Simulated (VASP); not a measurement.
# Na (Im-3m) in VASP: single point with PBE

Aim: the single point of Na with PBE.

Everything below comes from runs of VASP 6.6.1. Logs are shortened: lines on timing, memory, paths and dates and some standing lists are left out, and cuts for length are marked.

### 1 The cell of the first run

Symmetry: Im-3m, No. 229, cubic system. The conventional cell has a = 4.197 Å, b = 4.197 Å, c = 4.197 Å, α = 90.00°, β = 90.00°, γ = 90.00°. Within 4.8 Å of Na (site symmetry m-3m) lie 14 Na at 3.63 to 4.20 Å.

### 2 Single point, PBE

Contents of INCAR:

```
  PREC = Accurate
  ENCUT = 520
  EDIFF = 1E-7
  ISMEAR = 0
  SIGMA = 0.1
  LREAL = F
  LASPH = T
  NELM = 100
  ALGO = Fast
  ISIF = 2
  LWAVE = F
  LCHARG = F
  GGA = PE
  NBANDS = 38
```

Contents of KPOINTS:

```
Automatic mesh
0
Gamma
  8 8 8
```

Contents of POSCAR:

```
Na
1.0
    4.1965839966      4.1965839966     -4.1965839966
    4.1965839966     -4.1965839966      4.1965839966
   -4.1965839966     -4.1965839966     -4.1965839966
Na
8
Direct
    0.0000000000      0.0000000000      0.5000000000
    0.5000000000      0.0000000000      0.5000000000
    0.0000000000      0.5000000000      0.5000000000
    0.5000000000      0.5000000000      0.5000000000
    0.0000000000      0.0000000000      0.0000000000
    0.5000000000      0.0000000000      0.0000000000
    0.0000000000      0.5000000000      0.0000000000
    0.5000000000      0.5000000000      0.0000000000
```

Potentials or basis: VASP PAW PBE potentials, release 64 (Na_pv).

On the command line:

```sh
$ cat potpaw_PBE.64/Na_pv/POTCAR > POTCAR
$ mpirun -np 1 vasp_std > vasp.out
```

OUTCAR:

```text
PREC = Accurate
   ENCUT = 520
   EDIFF = 1E-7
   ISMEAR = 0
   LREAL = F
   LASPH = T
   NELM = 100
   ISIF = 2
   GGA = PE

 ion  position               nearest neighbor table
   1  0.000  0.000  0.500-
   2  0.500  0.000  0.500-
   3  0.000  0.500  0.500-
   4  0.500  0.500  0.500-
   5  0.000  0.000  0.000-
   6  0.500  0.000  0.000-
   7  0.000  0.500  0.000-
   8  0.500  0.500  0.000-

  LATTYP: Found a body centered cubic cell.
 ALAT       =     8.3931679932

  Lattice vectors:

 A1 = (   4.1965839966,   4.1965839966,  -4.1965839966)
 A2 = (   4.1965839966,  -4.1965839966,   4.1965839966)
 A3 = (  -4.1965839966,  -4.1965839966,  -4.1965839966)

Analysis of symmetry for initial positions (statically):
=====================================================================
 Subroutine PRICEL returns following result:

  LATTYP: Found a body centered cubic cell.
 ALAT       =     4.1965839966

  Lattice vectors:

 A1 = (   2.0982919983,   2.0982919983,  -2.0982919983)
 A2 = (   2.0982919983,  -2.0982919983,   2.0982919983)
 A3 = (  -2.0982919983,  -2.0982919983,  -2.0982919983)

   8 primitive cells build up your supercell.

 Routine SETGRP: Setting up the symmetry group for a
 body centered cubic supercell.

 Subroutine GETGRP returns: Found 48 space group operations
 (whereof 48 operations were pure point group operations)
 out of a pool of 48 trial point group operations.

The static configuration has the point symmetry O_h .

Analysis of symmetry for dynamics (positions and initial velocities):
=====================================================================
 Subroutine PRICEL returns following result:

  LATTYP: Found a body centered cubic cell.
 ALAT       =     4.1965839966

  Lattice vectors:

 A1 = (   2.0982919983,   2.0982919983,  -2.0982919983)
 A2 = (   2.0982919983,  -2.0982919983,   2.0982919983)
 A3 = (  -2.0982919983,  -2.0982919983,  -2.0982919983)

   8 primitive cells build up your supercell.

 Routine SETGRP: Setting up the symmetry group for a
 body centered cubic supercell.

 Subroutine GETGRP returns: Found 48 space group operations
 (whereof 48 operations were pure point group operations)
 out of a pool of 48 trial point group operations.

The dynamic configuration has the point symmetry O_h .

 Subroutine INISYM returns: Found 48 space group operations
 (whereof 48 operations are pure point group operations),
 and found     8 'primitive' translations

----------------------------------------------------------------------------------------

                                     Primitive cell

  volume of cell :      36.9537

  direct lattice vectors                    reciprocal lattice vectors
     2.098291998  2.098291998 -2.098291998     0.238289047  0.000000000 -0.238289047
     2.098291998 -2.098291998  2.098291998     0.238289047 -0.238289047  0.000000000
    -2.098291998 -2.098291998 -2.098291998     0.000000000 -0.238289047 -0.238289047

  length of vectors
     3.634348350  3.634348350  3.634348350     0.336991602  0.336991602  0.336991602

  position of ions in fractional coordinates (direct lattice)
     0.000000000  0.000000000  0.000000000

  ion indices of the primitive-cell ions
   primitive index   ion index
                 1           1

----------------------------------------------------------------------------------------

 KPOINTS: Automatic mesh

Automatic generation of k-mesh.
 Grid dimensions read from file:
 generate k-points for:    8    8    8

 Generating k-lattice:

  Cartesian coordinates                     Fractional coordinates (reciprocal lattice)
     0.014893065  0.000000000 -0.014893065     0.125000000  0.000000000  0.000000000
     0.014893065 -0.014893065  0.000000000     0.000000000  0.125000000  0.000000000
     0.000000000 -0.014893065 -0.014893065     0.000000000  0.000000000  0.125000000

  Length of vectors
     0.021061975  0.021061975  0.021061975

  Shift w.r.t. Gamma in fractional coordinates (k-lattice)
     0.000000000  0.000000000  0.000000000

 Subroutine IBZKPT returns following result:
 ===========================================

 Found     29 irreducible k-points:

 Following reciprocal coordinates:
            Coordinates               Weight
  0.000000  0.000000  0.000000      1.000000
  0.125000  0.000000  0.000000     12.000000
  0.250000  0.000000  0.000000     12.000000
  0.375000  0.000000  0.000000     12.000000
  0.500000  0.000000  0.000000      6.000000
  0.125000  0.125000  0.000000     24.000000
[... 16 lines left out ...]
 -0.250000  0.250000  0.250000      6.000000
 -0.375000  0.375000  0.250000     24.000000
 [... further k-points ...]
   k-points           NKPTS =     29   k-points in BZ     NKDIM =     29   number of bands    NBANDS=     38
   number of dos      NEDOS =    301   number of ions     NIONS =      8
   total plane-waves  NPLWV = 157464
   dimension x,y,z NGX =    54 NGY =   54 NGZ =   54
   dimension x,y,z NGXF=   108 NGYF=  108 NGZF=  108
   ions per type =               8
   NGX,Y,Z   is equivalent  to a cutoff of  12.35, 12.35, 12.35 a.u.
   NGXF,Y,Z  is equivalent  to a cutoff of  24.70, 24.70, 24.70 a.u.
 SYSTEM =  unknown system
   PREC   = accura    normal or accurate (medium, high low for compatibility)
   ISTART =      0    job   : 0-new  1-cont  2-samecut
   ICHARG =      2    charge: 1-file 2-atom 10-const
   ISPIN  =      1    spin polarized calculation?
   LNONCOLLINEAR =      F non collinear calculations
   LSORBIT =      F    spin-orbit coupling
   LASPH  =      T    aspherical Exc in radial PAW
   ENCUT  =  520.0 eV  38.22 Ry    6.18 a.u.  13.51 13.51 13.51*2*pi/ulx,y,z
   NELM   =    100;   NELMIN=  2; NELMDL= -5     # of ELM steps
   EDIFF  = 0.1E-06   stopping-criterion for ELM
   LREAL  =      F    real-space projection
   EDIFFG = 0.1E-05   stopping-criterion for IOM
   NSW    =      0    number of steps for IOM
   IBRION =     -1    ionic relax: 0-MD 1-quasi-New 2-CG
   NFREE  =      0    steps in history (QN), initial steepest desc. (CG)
   ISIF   =      2    stress and relaxation
   ISYM   =      2    0-nonsym 1-usesym 2-fastsym
   POTIM  = 0.5000    time-step for ionic-motion
   TEBEG  =    0.0;   TEEND  =   0.0 temperature during run
   PSTRESS=    0.0 pullay stress
   NELECT =      56.0000    total number of electrons
   NUPDOWN=      -1.0000    fix difference up-down
   EMIN   =  10.00;   EMAX   =-10.00  energy-range for DOS
   EFERMI =   0.00;   METHOD = LEGACY
   ISMEAR =     0;   SIGMA  =   0.10  broadening in eV -4-tet -1-fermi 0-gaus
   EFERMI_NEDOS =   21; number of points for ismear=-14 and -15
   IALGO  =     68    algorithm
   IMIX   =      4    mixing-type and parameters
     AMIX     =   0.40;   BMIX     =  1.00
     AMIX_MAG =   1.60;   BMIX_MAG =  1.00
  volume/ion in A,a.u.               =      36.95       249.38
  Fermi-wavevector in a.u.,A,eV,Ry     =   0.940203  1.776726 12.027299  0.883982
  Thomas-Fermi vector in A             =   2.067591
   LORBIT       =      0    0 simple, 1 ext, 2 COOP (PROOUT), +10 PAW based schemes
   GGA     = PE    functional components
   LHFCALC =     F    Hartree Fock is set to
   AEXX    =    0.0000 exact exchange contribution
   IVDW    =     0    specifies the selected vdW correction
   LEPSILON=     F    determine dielectric tensor
   LRPA    =     F    only Hartree local field effects (RPA)
 non-spin polarized calculation
 RMM-DIIS sequential band-by-band and
 Gauss-broadening in eV      SIGMA  =   0.10
  energy-cutoff  :      520.00
  volume of cell :      295.63
 maximum number of plane-waves:      7995
   NGX = 27   NGY = 27   NGZ = 27

 number of electron      55.9999891 magnetization

 Free energy of the ion-electron system (eV)
  ---------------------------------------------------
  ext. energy  EPLUGINS =         0.00000000
  ---------------------------------------------------
  free energy    TOTEN  =       -10.50162530 eV

  energy without entropy =      -10.48266690  energy(sigma->0) =      -10.49214610

 E-fermi :   0.3385     XC(G=0):  -6.5105

 val. band max:        0.3298637014   @ k =  -0.2500   0.3750   0.1250
 cond. band min:       0.3907505205   @ k =  -0.1250   0.1250   0.1250
 fundamental gap:      0.0608868191
 Fermi energy:         0.3385036189

 k-point     1 :       0.0000    0.0000    0.0000
  band No.  band energies     occupation
      1     -24.5973      2.00000
      2     -24.5973      2.00000
      3     -24.5973      2.00000
      4     -24.5973      2.00000
      5     -24.5973      2.00000
      6     -24.5973      2.00000
[... 30 lines left out ...]
     37       1.5596      0.00000
     38       4.8626      0.00000

 k-point     2 :       0.1250    0.0000    0.0000
  band No.  band energies     occupation
      1     -24.5970      2.00000
      2     -24.5966      2.00000
      3     -24.5966      2.00000
      4     -24.5966      2.00000
      5     -24.5966      2.00000
      6     -24.5960      2.00000
[... 30 lines left out ...]
     37       2.4457      0.00000
     38       4.1022      0.00000

 k-point     3 :       0.2500    0.0000    0.0000
  band No.  band energies     occupation
      1     -24.5959      2.00000
      2     -24.5945      2.00000
      3     -24.5945      2.00000
      4     -24.5945      2.00000
      5     -24.5945      2.00000
      6     -24.5921      2.00000
[... 30 lines left out ...]
     37       3.3048      0.00000
[... 781 lines left out ...]
 k-point    23 :      -0.2500    0.2500    0.2500
  band No.  band energies     occupation
      1     -24.5918      2.00000
      2     -24.5918      2.00000
      3     -24.5910      2.00000
      4     -24.5910      2.00000
      5     -24.5910      2.00000
      6     -24.5910      2.00000
[... 30 lines left out ...]
     37       3.8810      0.00000
     38       3.8810      0.00000

 k-point    24 :      -0.3750    0.3750    0.2500
  band No.  band energies     occupation
      1     -24.5897      2.00000
      2     -24.5891      2.00000
      3     -24.5891      2.00000
      4     -24.5881      2.00000
      5     -24.5881      2.00000
      6     -24.5868      2.00000
[... 30 lines left out ...]
     37       4.6669      0.00000
     38       4.6674      0.00000

 [... further k-points ...]

------------------------ aborting loop because EDIFF is reached ----------------------------------------

  FORCE on cell =-STRESS in cart. coord.  units (eV):
  Direction    XX          YY          ZZ          XY          YZ          ZX
  --------------------------------------------------------------------------------------
  -------------------------------------------------------------------------------------
  Total        0.0211073      0.0211073      0.0211073     -0.0000000      0.0000000     -0.0000000
  in kB        0.1143920      0.1143920      0.1143920     -0.0000000      0.0000000     -0.0000000
  external PRESSURE =       0.1143920 kB  Pullay stress =       0.0000000 kB

 VOLUME and BASIS-vectors are now :
 -----------------------------------------------------------------------------
  energy-cutoff  :      520.00
  volume of cell :      295.63
      direct lattice vectors                 reciprocal lattice vectors
     4.196583997  4.196583997 -4.196583997     0.119144523  0.000000000 -0.119144523
     4.196583997 -4.196583997  4.196583997     0.119144523 -0.119144523  0.000000000
    -4.196583997 -4.196583997 -4.196583997     0.000000000 -0.119144523 -0.119144523

 POSITION                                       TOTAL-FORCE (eV/Angst)
 -----------------------------------------------------------------------------------
     -2.09829     -2.09829     -2.09829         0.000000     -0.000000      0.000000
      0.00000      0.00000     -4.19658        -0.000000     -0.000000      0.000000
      0.00000     -4.19658      0.00000         0.000000      0.000000      0.000000
      2.09829     -2.09829     -2.09829        -0.000000     -0.000000      0.000000
      0.00000      0.00000      0.00000        -0.000000      0.000000     -0.000000
      2.09829      2.09829     -2.09829        -0.000000      0.000000     -0.000000
      2.09829     -2.09829      2.09829         0.000000      0.000000      0.000000
      4.19658      0.00000      0.00000         0.000000      0.000000      0.000000
 -----------------------------------------------------------------------------------
    total drift:                               -0.000000      0.000000     -0.000000

  FREE ENERGIE OF THE ION-ELECTRON SYSTEM (eV)
  ---------------------------------------------------
  free  energy   TOTEN  =       -10.5016252956 eV

  energy  without entropy=      -10.4826669044  energy(sigma->0) =      -10.49214610
```

It took 13 min on 1 thread of Intel Xeon 8259CL, shared host; peak memory 0.5 GiB.

Results:

- Free energy: -10.5016 eV
- Pressure: 0.0 GPa
- Band gap on the k mesh: zero (bands 28 and 29 overlap by 1.88 eV)

The gap in the log of VASP goes by the Fermi energy; the results here count the filled bands.